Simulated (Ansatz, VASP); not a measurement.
Al3O2 in VASP and in Ansatz

```
Al O
1.0
     2.95016    1.70327    2.40172
    -2.95016    1.70327    2.40172
     0.00000   -3.40655    2.40172
Al O
3 2
Direct
  0.00000 0.00000 0.50000
  0.50000 0.00000 0.00000
  0.00000 0.50000 0.00000
  0.72530 0.72530 0.72530
  0.27470 0.27470 0.27470
```

Alike in both runs: functional PBE; k mesh 6 × 6 × 6; occupations gaussian, width 0.1 eV; no spin polarisation.

Ansatz relaxed the structure, and its values are those at the end. VASP's run is a single point on that final structure, the one shown.

|  | VASP | Ansatz |
| --- | --- | --- |
| version | VASP 6.6.1 | Ansatz 0.2.0 |
| potentials or method | VASP PAW PBE potentials, release 64 (Al, O), cutoff 520 eV | scalar-relativistic, plane waves, PAW |
| valence electrons in the cell | 21 | 21 |

|  | VASP | Ansatz | Ansatz less VASP |
| --- | --- | --- | --- |
| gap on the k mesh at the Fermi level (eV) | none | none | - |
| pressure (GPa) | 0.1 | 0.1 | 0.00 |

A gap of «none» marks a metal or a gap that the smearing closes. With one functional, cell and mesh, what is left measures potentials, basis and numerics.
